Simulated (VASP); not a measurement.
A run of VASP 6.6.1 is set up as follows.

The input INCAR:

```
SYSTEM = TaN
PREC     = Accurate       ! precision mode
ENCUT    = 600            ! plane-wave cutoff, eV
EDIFF    = 1E-6           ! SCF threshold, eV
ISMEAR   = -1             ! smearing method
SIGMA    = 0.15           ! smearing width, eV
LREAL    = .False.        ! projectors in reciprocal space
LASPH    = .True.         ! aspherical terms in the spheres
NELM     = 80             ! most SCF steps
ALGO     = Normal         ! electronic algorithm
ISIF     = 3              ! what is computed and relaxed
LWAVE    = .False.        ! write WAVECAR
LCHARG   = .False.        ! write CHGCAR
GGA      = PE             ! functional
IBRION   = 2              ! ionic algorithm
NSW      = 80             ! ionic steps
EDIFFG   = -0.001         ! ionic threshold
PSTRESS  = 10.0
```

KPOINTS

```
Automatic mesh
0
Gamma
  18 18 14
  0 0 0
```

POSCAR

```
TaN
1.0
    2.9504707854      0.0000000000      0.0000000000
   -1.4752353927      2.5551826533      0.0000000000
    0.0000000000      0.0000000000      2.8973536918
Ta N
1 1
Direct
    0.3333333333      0.6666666667      0.5000000000
    0.0000000000      0.0000000000      0.0000000000
```

Potentials or basis: VASP PAW PBE potentials, release 64 (Ta_pv, N).

Launch:

```console
$ cat potpaw_PBE.64/Ta_pv/POTCAR potpaw_PBE.64/N/POTCAR > POTCAR
$ mpirun -np 1 vasp_std > vasp.out
```

Question: Estimate the band gap on the k mesh.

Answer: Zero (band 8 reaches 8.34 eV, above the bottom of band 9 at 8.05 eV).

Question: Predict the space group after relaxing (to 0.05 Å).

Answer: P-6m2 (No. 187).

Final structure:
```
Ta N
1.0
     2.94892    0.00000    0.00000
    -1.47446    2.55384    0.00000
     0.00000    0.00000    2.89659
Ta N
1 1
Direct
  0.33333 0.66667 0.50000
  0.00000 0.00000 0.00000
```

Caveat: the cell is relaxed towards a set pressure, so the enthalpy falls and the energy may rise; spin-orbit coupling is left out, which moves the levels of the heavy elements.
